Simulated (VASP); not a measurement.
# BeZn2Te3 (P6/mmm) in VASP: a series of runs

The runs below take BeZn2Te3 through single point, with PBE.

Program: VASP 6.6.1. These are calculated values, not measurements. Logs are shortened: lines on timing, memory, paths and dates and some standing lists are left out, and cuts for length are marked.

**1. The cell of the first run**

It takes space group P6/mmm (No. 191, hexagonal). The conventional cell has a = 5.222 Å, b = 5.222 Å, c = 6.781 Å, α = 90.00°, β = 90.00°, γ = 120.00°. Be (site symmetry 6/mmm) has 6 Te at 2.61 Å within 3.4 Å. Zn (site symmetry -6m2) has 3 Zn at 3.02 Å and 6 Te at 3.71 Å within 4.0 Å. Within 3.4 Å of Te (site symmetry mmm) lie 4 Te at 2.61 Å and 2 Be at 2.61 Å.

**2. Single point, PBE**

Input file INCAR:

```
ALGO     = Normal         # electronic algorithm
EDIFF    = 1E-7           # SCF threshold, eV
ENCUT    = 520            # plane-wave cutoff, eV
GGA      = PE             # functional
ISIF     = 2              # what is computed and relaxed
ISMEAR   = 0              # smearing method
LASPH    = True           # aspherical terms in the spheres
LCHARG   = False          # write CHGCAR
LREAL    = False          # projectors in reciprocal space
LWAVE    = False          # write WAVECAR
NBANDS   = 31             # bands
NELM     = 100            # most SCF steps
PREC     = Accurate       # precision mode
SIGMA    = 0.1            # smearing width, eV
```

Input file KPOINTS:

```
k-points
0
Gamma
  6 6 4
```

Input file POSCAR:

```
BeZn2Te3
1.0
    5.2222270500      0.0000000000      0.0000000000
   -2.6111135300      4.5225812900      0.0000000000
    0.0000000000      0.0000000000      6.7812691800
Be Zn Te
1 2 3
Direct
    0.0000000000      0.0000000000      0.0000000000
    0.3333333300      0.6666666700      0.5000000000
    0.6666666700      0.3333333300      0.5000000000
    0.5000000000      0.0000000000      0.0000000000
    0.0000000000      0.5000000000      0.0000000000
    0.5000000000      0.5000000000      0.0000000000
```

Potentials or basis: VASP PAW PBE potentials, release 64 (Be, Zn, Te).

Launch:

```sh
> cat potpaw_PBE.64/Be/POTCAR potpaw_PBE.64/Zn/POTCAR potpaw_PBE.64/Te/POTCAR > POTCAR
> mpirun -np 1 vasp_std > vasp.out
```

OUTCAR:

```text
EDIFF = 1E-7
   ENCUT = 520
   GGA = PE
   ISIF = 2
   ISMEAR = 0
   LASPH = True
   LREAL = False
   NELM = 100
   PREC = Accurate

 ion  position               nearest neighbor table
   1  0.000  0.000  0.000-   6 2.61   6 2.61   4 2.61   4 2.61   5 2.61   5 2.61
   2  0.333  0.667  0.500-   3 3.02   3 3.02   3 3.02
   3  0.667  0.333  0.500-   2 3.02   2 3.02   2 3.02
   4  0.500  0.000  0.000-   5 2.61   5 2.61   1 2.61   1 2.61   6 2.61   6 2.61
   5  0.000  0.500  0.000-   4 2.61   4 2.61   6 2.61   6 2.61   1 2.61   1 2.61
   6  0.500  0.500  0.000-   1 2.61   1 2.61   5 2.61   5 2.61   4 2.61   4 2.61

  LATTYP: Found a hexagonal cell.
 ALAT       =     5.2222270500
 C/A-ratio  =     1.2985397063

  Lattice vectors:

 A1 = (   5.2222270500,   0.0000000000,   0.0000000000)
 A2 = (  -2.6111135300,   4.5225812900,   0.0000000000)
 A3 = (   0.0000000000,   0.0000000000,   6.7812691800)

Analysis of symmetry for initial positions (statically):
=====================================================================
 Subroutine PRICEL returns:
 Original cell was already a primitive cell.

 Routine SETGRP: Setting up the symmetry group for a
 hexagonal supercell.

 Subroutine GETGRP returns: Found 24 space group operations
 (whereof 24 operations were pure point group operations)
 out of a pool of 24 trial point group operations.

The static configuration has the point symmetry D_6h.

Analysis of symmetry for dynamics (positions and initial velocities):
=====================================================================
 Subroutine PRICEL returns:
 Original cell was already a primitive cell.

 Routine SETGRP: Setting up the symmetry group for a
 hexagonal supercell.

 Subroutine GETGRP returns: Found 24 space group operations
 (whereof 24 operations were pure point group operations)
 out of a pool of 24 trial point group operations.

The dynamic configuration has the point symmetry D_6h.

 Subroutine INISYM returns: Found 24 space group operations
 (whereof 24 operations are pure point group operations),
 and found     1 'primitive' translations

----------------------------------------------------------------------------------------

                                     Primitive cell

  volume of cell :     160.1597

  direct lattice vectors                    reciprocal lattice vectors
     5.222227050  0.000000000  0.000000000     0.191489185  0.110556333  0.000000000
    -2.611113530  4.522581290  0.000000000     0.000000000  0.221112665  0.000000000
     0.000000000  0.000000000  6.781269180     0.000000000  0.000000000  0.147465021

  length of vectors
     5.222227050  5.222227053  6.781269180     0.221112665  0.221112665  0.147465021

  position of ions in fractional coordinates (direct lattice)
     0.000000000  0.000000000  0.000000000
     0.333333330  0.666666670  0.500000000
     0.666666670  0.333333330  0.500000000
     0.500000000  0.000000000  0.000000000
     0.000000000  0.500000000  0.000000000
     0.500000000  0.500000000  0.000000000

  ion indices of the primitive-cell ions
   primitive index   ion index
                 1           1
                 2           2
                 3           3
                 4           4
                 5           5
                 6           6

----------------------------------------------------------------------------------------

 KPOINTS: k-points

Automatic generation of k-mesh.
 Grid dimensions read from file:
 generate k-points for:    6    6    4

 Generating k-lattice:

  Cartesian coordinates                     Fractional coordinates (reciprocal lattice)
     0.031914864  0.018426055  0.000000000     0.166666667 -0.000000000  0.000000000
     0.000000000  0.036852111  0.000000000     0.000000000  0.166666667  0.000000000
     0.000000000  0.000000000  0.036866255     0.000000000  0.000000000  0.250000000

  Length of vectors
     0.036852111  0.036852111  0.036866255

  Shift w.r.t. Gamma in fractional coordinates (k-lattice)
     0.000000000  0.000000000  0.000000000

 Subroutine IBZKPT returns following result:
 ===========================================

 Found     21 irreducible k-points:

 Following reciprocal coordinates:
            Coordinates               Weight
  0.000000  0.000000  0.000000      1.000000
  0.166667  0.000000  0.000000      6.000000
  0.333333  0.000000  0.000000      6.000000
  0.500000  0.000000  0.000000      3.000000
  0.166667  0.166667  0.000000      6.000000
  0.333333  0.166667  0.000000     12.000000
[... 13 lines left out ...]
  0.333333  0.166667  0.500000     12.000000
  0.333333  0.333333  0.500000      2.000000
   k-points           NKPTS =     21   k-points in BZ     NKDIM =     21   number of bands    NBANDS=     31
   number of dos      NEDOS =    301   number of ions     NIONS =      6
   total plane-waves  NPLWV =  80000
   dimension x,y,z NGX =    40 NGY =   40 NGZ =   50
   dimension x,y,z NGXF=    80 NGYF=   80 NGZF=  100
   ions per type =               1   2   3
   NGX,Y,Z   is equivalent  to a cutoff of  12.73, 12.73, 12.26 a.u.
   NGXF,Y,Z  is equivalent  to a cutoff of  25.47, 25.47, 24.52 a.u.
 SYSTEM =  unknown system
   PREC   = accura    normal or accurate (medium, high low for compatibility)
   ISTART =      0    job   : 0-new  1-cont  2-samecut
   ICHARG =      2    charge: 1-file 2-atom 10-const
   ISPIN  =      1    spin polarized calculation?
   LNONCOLLINEAR =      F non collinear calculations
   LSORBIT =      F    spin-orbit coupling
   LASPH  =      T    aspherical Exc in radial PAW
   ENCUT  =  520.0 eV  38.22 Ry    6.18 a.u.   9.71  9.71 12.61*2*pi/ulx,y,z
   NELM   =    100;   NELMIN=  2; NELMDL= -5     # of ELM steps
   EDIFF  = 0.1E-06   stopping-criterion for ELM
   LREAL  =      F    real-space projection
   EDIFFG = 0.1E-05   stopping-criterion for IOM
   NSW    =      0    number of steps for IOM
   IBRION =     -1    ionic relax: 0-MD 1-quasi-New 2-CG
   NFREE  =      0    steps in history (QN), initial steepest desc. (CG)
   ISIF   =      2    stress and relaxation
   ISYM   =      2    0-nonsym 1-usesym 2-fastsym
   POTIM  = 0.5000    time-step for ionic-motion
   TEBEG  =    0.0;   TEEND  =   0.0 temperature during run
   PSTRESS=    0.0 pullay stress
   NELECT =      44.0000    total number of electrons
   NUPDOWN=      -1.0000    fix difference up-down
   EMIN   =  10.00;   EMAX   =-10.00  energy-range for DOS
   EFERMI =   0.00;   METHOD = LEGACY
   ISMEAR =     0;   SIGMA  =   0.10  broadening in eV -4-tet -1-fermi 0-gaus
   EFERMI_NEDOS =   21; number of points for ismear=-14 and -15
   IALGO  =     38    algorithm
   IMIX   =      4    mixing-type and parameters
     AMIX     =   0.40;   BMIX     =  1.00
     AMIX_MAG =   1.60;   BMIX_MAG =  1.00
  volume/ion in A,a.u.               =      26.69       180.14
  Fermi-wavevector in a.u.,A,eV,Ry     =   1.064244  2.011130 15.410177  1.132616
  Thomas-Fermi vector in A             =   2.199756
   LORBIT       =      0    0 simple, 1 ext, 2 COOP (PROOUT), +10 PAW based schemes
   GGA     = PE    functional components
   LHFCALC =     F    Hartree Fock is set to
   AEXX    =    0.0000 exact exchange contribution
   IVDW    =     0    specifies the selected vdW correction
   LEPSILON=     F    determine dielectric tensor
   LRPA    =     F    only Hartree local field effects (RPA)
 non-spin polarized calculation
 Gauss-broadening in eV      SIGMA  =   0.10
  energy-cutoff  :      520.00
  volume of cell :      160.16
 maximum number of plane-waves:      4332
 NGX is ok and might be reduce to    40
   NGX = 19   NGY = 19   NGZ = 25

 number of electron      44.0000027 magnetization

 Free energy of the ion-electron system (eV)
  ---------------------------------------------------
  ext. energy  EPLUGINS =         0.00000000
  ---------------------------------------------------
  free energy    TOTEN  =        -6.63817007 eV

  energy without entropy =       -6.61932477  energy(sigma->0) =       -6.62874742

 E-fermi :   4.9062     XC(G=0):  -8.8329

 val. band max:        4.9004702584   @ k =   0.3333   0.0000   0.5000
 cond. band min:       4.9621861458   @ k =   0.1667   0.1667   0.0000
 fundamental gap:      0.0617158874
 Fermi energy:         4.9061618907

 k-point     1 :       0.0000    0.0000    0.0000
  band No.  band energies     occupation
      1     -12.1379      2.00000
      2      -5.3341      2.00000
      3      -5.2744      2.00000
      4      -5.2744      2.00000
      5      -2.7704      2.00000
      6      -2.7704      2.00000
[... 23 lines left out ...]
     30       9.1780      0.00000
     31       9.1780      0.00000

 k-point     2 :       0.1667    0.0000    0.0000
  band No.  band energies     occupation
      1     -11.9611      2.00000
      2      -7.2122      2.00000
      3      -5.6518      2.00000
      4      -3.8952      2.00000
      5      -2.1159      2.00000
      6      -2.0434      2.00000
[... 23 lines left out ...]
     30       9.5613      0.00000
     31       9.6427      0.00000

 k-point     3 :       0.3333    0.0000    0.0000
  band No.  band energies     occupation
      1     -11.4578      2.00000
      2      -8.8252      2.00000
      3      -6.1385      2.00000
      4      -3.7836      2.00000
      5      -2.0462      2.00000
      6      -2.0158      2.00000
[... 23 lines left out ...]
     30      10.0727      0.00000
     31      10.2368      0.00000

 k-point     4 :       0.5000    0.0000    0.0000
  band No.  band energies     occupation
      1     -10.9699      2.00000
      2      -9.6898      2.00000
      3      -6.3215      2.00000
      4      -3.8318      2.00000
      5      -2.0555      2.00000
      6      -2.0293      2.00000
[... 23 lines left out ...]
     30       9.8823      0.00000
     31      10.9663      0.00000

 k-point     5 :       0.1667    0.1667    0.0000
  band No.  band energies     occupation
      1     -11.6161      2.00000
      2      -8.3981      2.00000
      3      -6.2731      2.00000
      4      -3.0497      2.00000
      5      -2.0516      2.00000
      6      -2.0310      2.00000
[... 23 lines left out ...]
     30       8.5671      0.00000
     31       9.6245      0.00000
[... 440 lines left out ...]
     30       8.6344      0.00000
     31      10.9705      0.00000

 k-point    19 :       0.1667    0.1667    0.5000
  band No.  band energies     occupation
      1     -11.6126      2.00000
      2      -8.3946      2.00000
      3      -6.2732      2.00000
      4      -3.0471      2.00000
      5      -2.0846      2.00000
      6      -2.0257      2.00000
[... 23 lines left out ...]
     30       8.5594      0.00000
     31      10.3964      0.00000

 k-point    20 :       0.3333    0.1667    0.5000
  band No.  band energies     occupation
      1     -11.0003      2.00000
      2      -9.5652      2.00000
      3      -6.7413      2.00000
      4      -2.7674      2.00000
      5      -2.0681      2.00000
      6      -2.0266      2.00000
[... 23 lines left out ...]
     30       8.7233      0.00000
     31       8.9858      0.00000

 k-point    21 :       0.3333    0.3333    0.5000
  band No.  band energies     occupation
      1     -10.3265      2.00000
      2     -10.3265      2.00000
      3      -7.1142      2.00000
      4      -2.0813      2.00000
      5      -2.0122      2.00000
      6      -2.0122      2.00000
[... 23 lines left out ...]
     30       8.0597      0.00000
     31       8.2778      0.00000

------------------------ aborting loop because EDIFF is reached ----------------------------------------

  FORCE on cell =-STRESS in cart. coord.  units (eV):
  Direction    XX          YY          ZZ          XY          YZ          ZX
  --------------------------------------------------------------------------------------
  -------------------------------------------------------------------------------------
  Total       32.5113659     32.5113660      0.0207959     -0.0000000     -0.0000000      0.0000000
  in kB      325.2315608    325.2315609      0.2080348     -0.0000004     -0.0000000      0.0000000
  external PRESSURE =     216.8903855 kB  Pullay stress =       0.0000000 kB

 VOLUME and BASIS-vectors are now :
 -----------------------------------------------------------------------------
  energy-cutoff  :      520.00
  volume of cell :      160.16
      direct lattice vectors                 reciprocal lattice vectors
     5.222227050  0.000000000  0.000000000     0.191489185  0.110556333  0.000000000
    -2.611113530  4.522581290  0.000000000     0.000000000  0.221112665  0.000000000
     0.000000000  0.000000000  6.781269180     0.000000000  0.000000000  0.147465021

 POSITION                                       TOTAL-FORCE (eV/Angst)
 -----------------------------------------------------------------------------------
      0.00000      0.00000      0.00000        -0.000000      0.000000      0.000000
     -0.00000      3.01505      3.39063        -0.000000     -0.000000      0.000000
      2.61111      1.50753      3.39063         0.000000     -0.000000      0.000000
      2.61111      0.00000      0.00000        -0.000000      0.000000      0.000000
     -1.30556      2.26129      0.00000        -0.000000      0.000000      0.000000
      1.30556      2.26129      0.00000        -0.000000      0.000000      0.000000
 -----------------------------------------------------------------------------------
    total drift:                                0.000000     -0.000000     -0.000000

  FREE ENERGIE OF THE ION-ELECTRON SYSTEM (eV)
  ---------------------------------------------------
  free  energy   TOTEN  =        -6.6381700744 eV

  energy  without entropy=       -6.6193247654  energy(sigma->0) =       -6.62874742
```

Run time: 68 s. Hardware: 1 thread of Intel Xeon Platinum 8488C (Sapphire Rapids), shared host; peak memory 0.32 GiB.

What came out:

| Quantity | Value |
| --- | --- |
| Free energy | -6.6382 eV |
| Pressure | 21.7 GPa |
| Band gap on the k mesh | zero (band 22 reaches 5.76 eV, above the bottom of band 23 at 3.31 eV) |

Stress tensor (GPa, compression positive):
```
32.52  0.00  0.00
 0.00 32.52  0.00
 0.00  0.00  0.02
```

Levels at points of the mesh, in eV from the Fermi level:
```
           k point  band 19  band 20  band 21  band 22  band 23  band 24  band 25  band 26
(0.00, 0.00, 0.00)    -2.49    -1.01    -1.01     0.85     2.06     2.14     2.14     2.24
(0.50, 0.00, 0.00)    -2.67    -2.57    -2.35    -2.15    -1.38     0.79     1.12     2.02
(0.00, 0.00, 0.50)    -2.49    -1.30    -1.30     0.19     0.21     2.11     3.01     3.01
(0.50, 0.00, 0.50)    -2.35    -2.22    -2.15    -1.77    -1.17     0.43     1.28     2.13
```

Caveat: spin-orbit coupling is left out, which moves the levels of the heavy elements.

[end of part 1 of 2]
